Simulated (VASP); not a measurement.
# Si12O25 (a cell with a defect) in VASP: relaxation of the atoms with PBE

Aim: the relaxation of the atoms of Si12O25 (a cell with a defect) with PBE.

Program: VASP 6.6.1. These are calculated values, not measurements. Logs are shortened: lines on timing, memory, paths and dates and some standing lists are left out, and cuts for length are marked.

### Step 1. The cell of the first run

The cell holds a defect, 37 atoms: a = 7.567 Å, b = 7.567 Å, c = 8.843 Å, α = 90.00°, β = 90.00°, γ = 95.14°.

### Step 2. Relaxation of the atoms, PBE (with an interstitial atom)

Input file INCAR:

```
SYSTEM = Si12O25
ALGO     = Normal         ! electronic algorithm
EDIFF    = 1E-7           ! SCF threshold, eV
EDIFFG   = -0.025         ! ionic threshold
ENCUT    = 520            ! plane-wave cutoff, eV
GGA      = PE             ! functional
GGA_COMPAT= .FALSE.      
IBRION   = 2              ! ionic algorithm
ISIF     = 2              ! what is computed and relaxed
ISMEAR   = 0              ! smearing method
KPAR     = 2            
LASPH    = .TRUE.         ! aspherical terms in the spheres
LCHARG   = .FALSE.        ! write CHGCAR
LREAL    = Auto         
LWAVE    = .FALSE.        ! write WAVECAR
NCORE    = 2            
NELM     = 120            ! most SCF steps
NELMIN   = 4            
NSW      = 65             ! ionic steps
PREC     = Accurate       ! precision mode
SIGMA    = 0.01           ! smearing width, eV
```

Input file KPOINTS:

```
Automatic mesh
0
Gamma
  2 2 2
  0.5 0.5 0.5
```

Input file POSCAR:

```
Si12O25
1.0
    2.5526897520     -4.4213883464      5.5850507656
    2.5526897520     -4.4213883464     -5.5850507656
    7.6580692560      4.4213883464      0.0000000000
Si O
12 25
Direct
    0.8333333333      0.1666666667      0.5000000000
    0.3333333333      0.6666666667      0.5000000000
    0.0833333333      0.4166666667      0.0000000000
    0.5833333333      0.9166666667      0.0000000000
    0.5416666667      0.2083333333      0.2500000000
    0.0416666667      0.7083333333      0.2500000000
    0.7916666667      0.4583333333      0.7500000000
    0.2916666667      0.9583333333      0.7500000000
    0.6250000000      0.6250000000      0.2500000000
    0.1250000000      0.1250000000      0.2500000000
    0.8750000000      0.8750000000      0.7500000000
    0.3750000000      0.3750000000      0.7500000000
    0.6560148340      0.1560148340      0.3959901107
    0.1560148340      0.6560148340      0.3959901107
    0.9060148340      0.4060148340      0.8959901107
    0.4060148340      0.9060148340      0.8959901107
    0.5726815006      0.7393481673      0.1040098893
    0.0726815006      0.2393481673      0.1040098893
    0.8226815006      0.9893481673      0.6040098893
    0.3226815006      0.4893481673      0.6040098893
    0.3333333333      0.1666666667      0.2919802214
    0.8333333333      0.6666666667      0.2919802214
    0.5833333333      0.4166666667      0.7919802214
    0.0833333333      0.9166666667      0.7919802214
    0.5939851660      0.0939851660      0.1040098893
    0.0939851660      0.5939851660      0.1040098893
    0.8439851660      0.3439851660      0.6040098893
    0.3439851660      0.8439851660      0.6040098893
    0.0106518327      0.1773184994      0.3959901107
    0.5106518327      0.6773184994      0.3959901107
    0.2606518327      0.4273184994      0.8959901107
    0.7606518327      0.9273184994      0.8959901107
    0.5833333333      0.4166666667      0.2080197786
    0.0833333333      0.9166666667      0.2080197786
    0.8333333333      0.6666666667      0.7080197786
    0.3333333333      0.1666666667      0.7080197786
    0.8333333333      0.6666666667      0.0000000000
```

Potentials or basis: VASP PAW PBE potentials, release 64 (Si, O).

Run with:

```sh
$ cat potpaw_PBE.64/Si/POTCAR potpaw_PBE.64/O/POTCAR > POTCAR
$ mpirun -np 4 vasp_std > vasp.out
```

OUTCAR:

```text
SYSTEM = Si12O25
   EDIFF = 1E-7
   EDIFFG = -0.025
   ENCUT = 520
   GGA = PE
   IBRION = 2
   ISIF = 2
   ISMEAR = 0
   LASPH = .TRUE.
   LREAL = Auto
   NELM = 120
   NELMIN = 4
   NSW = 65
   PREC = Accurate

 ion  position               nearest neighbor table
   1  0.833  0.167  0.500-  13 1.62  27 1.62  19 1.62  29 1.62
   2  0.333  0.667  0.500-  14 1.62  28 1.62  20 1.62  30 1.62
   3  0.083  0.417  0.000-  15 1.62  26 1.62  18 1.62  31 1.62
   4  0.583  0.917  0.000-  16 1.62  25 1.62  17 1.62  32 1.62
   5  0.542  0.208  0.250-  13 1.62  25 1.62  21 1.62  33 1.62
   6  0.042  0.708  0.250-  14 1.62  26 1.62  22 1.62  34 1.62
   7  0.792  0.458  0.750-  15 1.62  27 1.62  23 1.62  35 1.62
   8  0.292  0.958  0.750-  16 1.62  28 1.62  24 1.62  36 1.62
   9  0.625  0.625  0.250-  22 1.62  33 1.62  30 1.62  17 1.62
  10  0.125  0.125  0.250-  21 1.62  34 1.62  29 1.62  18 1.62
  11  0.875  0.875  0.750-  24 1.62  35 1.62  32 1.62  19 1.62
  12  0.375  0.375  0.750-  23 1.62  36 1.62  31 1.62  20 1.62
  13  0.656  0.156  0.396-   1 1.62   5 1.62
  14  0.156  0.656  0.396-   2 1.62   6 1.62
  15  0.906  0.406  0.896-   3 1.62   7 1.62
  16  0.406  0.906  0.896-   4 1.62   8 1.62
  17  0.573  0.739  0.104-   4 1.62   9 1.62
[... 17 lines left out ...]
  35  0.833  0.667  0.708-  11 1.62   7 1.62
  36  0.333  0.167  0.708-  12 1.62   8 1.62
  37  0.833  0.667  0.000-

  LATTYP: Found a base centered orthorhombic cell.
 ALAT       =    10.2107590080
 B/A-ratio  =     1.0939540853
 C/A-ratio  =     0.8660254038

  Lattice vectors:

 A1 = (   2.5526897520,  -4.4213883464,   5.5850507656)
 A2 = (   2.5526897520,  -4.4213883464,  -5.5850507656)
 A3 = (   7.6580692560,   4.4213883464,   0.0000000000)

Analysis of symmetry for initial positions (statically):
=====================================================================
 Subroutine PRICEL returns:
 Original cell was already a primitive cell.

 Routine SETGRP: Setting up the symmetry group for a
 base centered orthorhombic supercell.

 Subroutine GETGRP returns: Found  4 space group operations
 (whereof  1 operations were pure point group operations)
 out of a pool of  8 trial point group operations.

The static configuration has the point symmetry C_1 .
 The point group associated with its full space group is D_2 .

Analysis of symmetry for dynamics (positions and initial velocities):
=====================================================================
 Subroutine PRICEL returns:
 Original cell was already a primitive cell.

 Routine SETGRP: Setting up the symmetry group for a
 base centered orthorhombic supercell.

 Subroutine GETGRP returns: Found  4 space group operations
 (whereof  1 operations were pure point group operations)
 out of a pool of  8 trial point group operations.

The dynamic configuration has the point symmetry C_1 .
 The point group associated with its full space group is D_2 .

 Subroutine INISYM returns: Found  4 space group operations
 (whereof  1 operations are pure point group operations),
 and found     1 'primitive' translations

----------------------------------------------------------------------------------------

                                     Primitive cell

  volume of cell :     504.2824

  direct lattice vectors                    reciprocal lattice vectors
     2.552689752 -4.421388346  5.585050766     0.048967956 -0.084814988  0.089524701
     2.552689752 -4.421388346 -5.585050766     0.048967956 -0.084814988 -0.089524701
     7.658069256  4.421388346  0.000000000     0.097935912  0.056543325  0.000000000

  length of vectors
     7.566881255  7.566881255  8.842776693     0.132688037  0.132688037  0.113086651

  position of ions in fractional coordinates (direct lattice)
     0.833333333  0.166666667  0.500000000
     0.333333333  0.666666667  0.500000000
     0.083333333  0.416666667  0.000000000
     0.583333333  0.916666667  0.000000000
     0.541666667  0.208333333  0.250000000
     0.041666667  0.708333333  0.250000000
[... 29 lines left out ...]
     0.333333333  0.166666667  0.708019779
     0.833333333  0.666666667  0.000000000

  ion indices of the primitive-cell ions
[... 53 lines left out ...]

  Length of vectors
     0.066344018  0.066344018  0.056543325

  Shift w.r.t. Gamma in fractional coordinates (k-lattice)
     0.500000000  0.500000000  0.500000000

 Subroutine IBZKPT returns following result:
 ===========================================

 Found      2 irreducible k-points:

 Following reciprocal coordinates:
            Coordinates               Weight
  0.250000  0.250000  0.250000      4.000000
 -0.250000  0.250000  0.250000      4.000000
   k-points           NKPTS =      2   k-points in BZ     NKDIM =      2   number of bands    NBANDS=    118
   number of dos      NEDOS =    301   number of ions     NIONS =     37
   total plane-waves  NPLWV = 219520
   dimension x,y,z NGX =    56 NGY =   56 NGZ =   70
   dimension x,y,z NGXF=   112 NGYF=  112 NGZF=  140
   ions per type =              12  25
   NGX,Y,Z   is equivalent  to a cutoff of  12.30, 12.30, 13.16 a.u.
   NGXF,Y,Z  is equivalent  to a cutoff of  24.61, 24.61, 26.32 a.u.
 SYSTEM =  Si12O25
   PREC   = accura    normal or accurate (medium, high low for compatibility)
   ISTART =      0    job   : 0-new  1-cont  2-samecut
   ICHARG =      2    charge: 1-file 2-atom 10-const
   ISPIN  =      1    spin polarized calculation?
   LNONCOLLINEAR =      F non collinear calculations
   LSORBIT =      F    spin-orbit coupling
   LASPH  =      T    aspherical Exc in radial PAW
   ENCUT  =  520.0 eV  38.22 Ry    6.18 a.u.  14.07 14.07 16.44*2*pi/ulx,y,z
   NELM   =    120;   NELMIN=  4; NELMDL= -5     # of ELM steps
   EDIFF  = 0.1E-06   stopping-criterion for ELM
   LREAL  =      T    real-space projection
   EDIFFG = -.3E-01   stopping-criterion for IOM
   NSW    =     65    number of steps for IOM
   IBRION =      2    ionic relax: 0-MD 1-quasi-New 2-CG
   NFREE  =      1    steps in history (QN), initial steepest desc. (CG)
   ISIF   =      2    stress and relaxation
   ISYM   =      2    0-nonsym 1-usesym 2-fastsym
   POTIM  = 0.5000    time-step for ionic-motion
   TEBEG  =    0.0;   TEEND  =   0.0 temperature during run
   PSTRESS=    0.0 pullay stress
   NELECT =     198.0000    total number of electrons
   NUPDOWN=      -1.0000    fix difference up-down
   EMIN   =  10.00;   EMAX   =-10.00  energy-range for DOS
   EFERMI =   0.00;   METHOD = LEGACY
   ISMEAR =     0;   SIGMA  =   0.01  broadening in eV -4-tet -1-fermi 0-gaus
   EFERMI_NEDOS =   21; number of points for ismear=-14 and -15
   IALGO  =     38    algorithm
   IMIX   =      4    mixing-type and parameters
     AMIX     =   0.40;   BMIX     =  1.00
     AMIX_MAG =   1.60;   BMIX_MAG =  1.00
  volume/ion in A,a.u.               =      13.63        91.97
  Fermi-wavevector in a.u.,A,eV,Ry     =   1.198778  2.265361 19.552494  1.437068
  Thomas-Fermi vector in A             =   2.334658
   LORBIT       =      0    0 simple, 1 ext, 2 COOP (PROOUT), +10 PAW based schemes
   GGA     = PE    functional components
   LHFCALC =     F    Hartree Fock is set to
   AEXX    =    0.0000 exact exchange contribution
   IVDW    =     0    specifies the selected vdW correction
   LEPSILON=     F    determine dielectric tensor
   LRPA    =     F    only Hartree local field effects (RPA)
 conjugate gradient relaxation of ions
 non-spin polarized calculation
 Gauss-broadening in eV      SIGMA  =   0.01
  energy-cutoff  :      520.00
  volume of cell :      504.28
 maximum number of plane-waves:     13583
   NGX = 29   NGY = 29   NGZ = 33

--------------------------------------- Ionic step        1  -------------------------------------------

 number of electron     198.0000036 magnetization

 Free energy of the ion-electron system (eV)
  ---------------------------------------------------
  ext. energy  EPLUGINS =         0.00000000
  ---------------------------------------------------
  free energy    TOTEN  =      -284.50858880 eV

  energy without entropy =     -284.50393016  energy(sigma->0) =     -284.50625948

------------------------ aborting loop because EDIFF is reached ----------------------------------------

  FORCE on cell =-STRESS in cart. coord.  units (eV):
  Direction    XX          YY          ZZ          XY          YZ          ZX
  --------------------------------------------------------------------------------------
  -------------------------------------------------------------------------------------
  Total        2.8884178      1.1524592      4.9093932      1.5033842      0.0000000      0.0000000
  in kB        9.1769166      3.6615278     15.5978445      4.7764668      0.0000000      0.0000000
  external PRESSURE =       9.4787630 kB  Pullay stress =       0.0000000 kB
[... 194 lines left out ...]
  FREE ENERGIE OF THE ION-ELECTRON SYSTEM (eV)
  ---------------------------------------------------
  free  energy   TOTEN  =      -284.6198621221 eV

  energy  without entropy=     -284.6152607485  energy(sigma->0) =     -284.61756144

[... ionic steps 4 to 45 ...]

--------------------------------------- Ionic step       46  -------------------------------------------

 number of electron     198.0000012 magnetization

------------------------ aborting loop because EDIFF is reached ----------------------------------------
[... 137 lines left out ...]
--------------------------------------- Ionic step       48  -------------------------------------------

 number of electron     198.0000006 magnetization

 Free energy of the ion-electron system (eV)
  ---------------------------------------------------
  ext. energy  EPLUGINS =         0.00000000
  ---------------------------------------------------
  free energy    TOTEN  =      -284.80614452 eV

  energy without entropy =     -284.80065090  energy(sigma->0) =     -284.80339771

 E-fermi :   1.3176     XC(G=0):  -8.7660

 val. band max:        1.3139005505   @ k =  -0.2500   0.2500   0.2500
 cond. band min:       1.3223128356   @ k =  -0.2500   0.2500   0.2500
 fundamental gap:      0.0084122851
 Fermi energy:         1.3176424230

 k-point     1 :       0.2500    0.2500    0.2500
  band No.  band energies     occupation
      1     -18.7411      2.00000
      2     -18.4830      2.00000
      3     -18.4337      2.00000
      4     -18.3622      2.00000
      5     -18.2699      2.00000
      6     -17.9894      2.00000
[... 103 lines left out ...]
    110       9.4773      0.00000
    111       9.5605      0.00000

 k-point     2 :      -0.2500    0.2500    0.2500
  band No.  band energies     occupation
      1     -18.7430      2.00000
      2     -18.5181      2.00000
      3     -18.4716      2.00000
      4     -18.3598      2.00000
      5     -18.0449      2.00000
      6     -17.9867      2.00000
[... 103 lines left out ...]
    110       9.4925      0.00000
    111       9.6131      0.00000
 [bands above 111 left out]

------------------------ aborting loop because EDIFF is reached ----------------------------------------

  FORCE on cell =-STRESS in cart. coord.  units (eV):
  Direction    XX          YY          ZZ          XY          YZ          ZX
  --------------------------------------------------------------------------------------
  -------------------------------------------------------------------------------------
  Total       -0.8294298     -0.4544064      1.5559064     -0.3247798      0.0000000      0.0000000
  in kB       -2.6352172     -1.4437141      4.9433373     -1.0318720      0.0000000      0.0000000
  external PRESSURE =       0.2881353 kB  Pullay stress =       0.0000000 kB
[... 52 lines left out ...]
  FREE ENERGIE OF THE ION-ELECTRON SYSTEM (eV)
  ---------------------------------------------------
  free  energy   TOTEN  =      -284.8061445183 eV

  energy  without entropy=     -284.8006509004  energy(sigma->0) =     -284.80339771

 reached required accuracy - stopping structural energy minimisation
```

Wall time 42 min (4 MPI ranks of Intel Xeon Platinum 8259CL at 2.50GHz (Skylake/Cascade Lake), shared host); peak memory 0.37 GiB.

What came out:

* Free energy: -284.8061 eV
* Energy gained by relaxing: 8.0 meV/atom
* Ionic steps: 48
* Pressure after relaxing: 0.0 GPa
* Largest force after relaxing: 0.023 eV/Å
* Band gap on the k mesh: 0.01 eV

Forces in eV/Å, atoms in the order of the input:
```
Si  -0.009 -0.005  0.000
Si   0.009  0.005  0.000
Si   0.000  0.000  0.008
Si   0.000  0.000 -0.008
Si   0.002 -0.003  0.005
Si   0.000 -0.004 -0.006
Si   0.000  0.004 -0.006
Si  -0.002  0.003  0.005
Si  -0.004  0.002  0.006
Si  -0.002  0.003 -0.005
Si   0.004 -0.002  0.006
Si   0.002 -0.003 -0.005
O    0.009 -0.013  0.016
O    0.005 -0.005  0.010
O   -0.005 -0.003 -0.005
O   -0.018  0.002 -0.009
O    0.006  0.003  0.005
O    0.007  0.017  0.009
O    0.002 -0.006 -0.010
O    0.006 -0.015 -0.016
O   -0.015 -0.009  0.000
O    0.012  0.007  0.000
O    0.017  0.004  0.000
O    0.012  0.013  0.000
O    0.018 -0.002 -0.009
O    0.005  0.003 -0.005
O   -0.005  0.005  0.010
O   -0.009  0.013  0.016
O   -0.006  0.015 -0.016
O   -0.002  0.006 -0.010
O   -0.007 -0.017  0.009
O   -0.006 -0.003  0.005
O   -0.012 -0.013  0.000
O   -0.017 -0.004  0.000
O   -0.012 -0.007  0.000
O    0.015  0.009  0.000
O    0.000  0.000  0.000
```

The path:
```csv
step,energy change (eV),largest force (eV/Å),pressure (GPa)
1,0.0000,0.8756,0.95
3,-0.1113,0.8202,0.78
5,-0.2067,0.3962,0.43
7,-0.2415,0.1951,0.25
9,-0.2500,0.1323,0.21
11,-0.2536,0.1570,0.21
13,-0.2603,0.1669,0.23
15,-0.2634,0.0779,0.24
17,-0.2654,0.0613,0.24
19,-0.2671,0.1208,0.25
21,-0.2687,0.0956,0.26
23,-0.2699,0.1228,0.25
25,-0.2719,0.0761,0.24
27,-0.2757,0.1044,0.23
29,-0.2765,0.1666,0.21
31,-0.2799,0.1336,0.20
33,-0.2829,0.1079,0.16
35,-0.2885,0.0876,0.11
37,-0.2902,0.0848,0.09
39,-0.2917,0.1008,0.08
41,-0.2940,0.0929,0.08
43,-0.2959,0.0724,0.06
45,-0.2966,0.0315,0.05
47,-0.2973,0.0508,0.03
48,-0.2976,0.0229,0.03
```

Final structure:
```xyz
37
Lattice="2.5527 -4.4214 5.5851 2.5527 -4.4214 -5.5851 7.6581 4.4214 0.0000" Properties=species:S:1:pos:R:3 pbc="T T T"
Si    6.3455   -2.2316    3.7234
Si    6.4180   -2.1898   -1.8617
Si    8.9344    2.2107   -1.7684
Si   11.4871   -2.2107   -1.9549
Si    3.8157   -2.2573    1.8167
Si    3.8430   -2.1490   -3.7025
Si    8.9204   -2.2724    1.8826
Si    8.9477   -2.1641   -3.7684
Si    5.1658   -4.4401   -0.0209
Si    2.5056    0.0118    0.0450
Si   10.1504   -4.4027   -0.0209
Si    7.7051   -0.0118    0.0450
O     5.0707   -1.8878    2.7746
O     5.1340   -1.8044   -2.7724
O    10.1555   -1.9653    2.9121
O    10.2388   -1.7341   -2.8733
O     4.2823   -5.3562   -1.0504
O     1.4877   -0.8913   -0.8500
O     9.2064   -5.3484   -0.9510
O     6.7576   -0.9138   -0.9129
O     3.4777   -0.9397    0.9308
O     6.1848   -5.2720    0.9308
O     8.6204   -0.9390    1.0095
O     8.6024   -0.9077   -4.7329
O     2.5247   -2.6873    2.7117
O     2.6079   -2.4561   -2.6729
O     7.6294   -2.6169    2.8126
O     7.6927   -2.5336   -2.8104
O     3.4532    0.9138   -0.9129
O     6.1097   -3.4944   -0.9510
O     8.7230    0.8913   -0.8500
O    11.0338   -3.4866   -1.0504
O     4.1611   -3.5136    0.8522
O     4.1430   -3.4823   -4.5756
O     9.1313   -3.5708    0.9308
O     6.7330    0.9397    0.9308
O    11.4871   -2.2107    0.9308
```

Levels at points of the mesh, in eV from the valence-band top:
```
           k point  band 97  band 98  band 99  band 100  band 101  band 102
(0.25, 0.25, 0.25)    -0.96    -0.02    -0.02      0.02      5.60      6.75
```

Caveat: the cell differs from its parent crystal (with an interstitial atom).
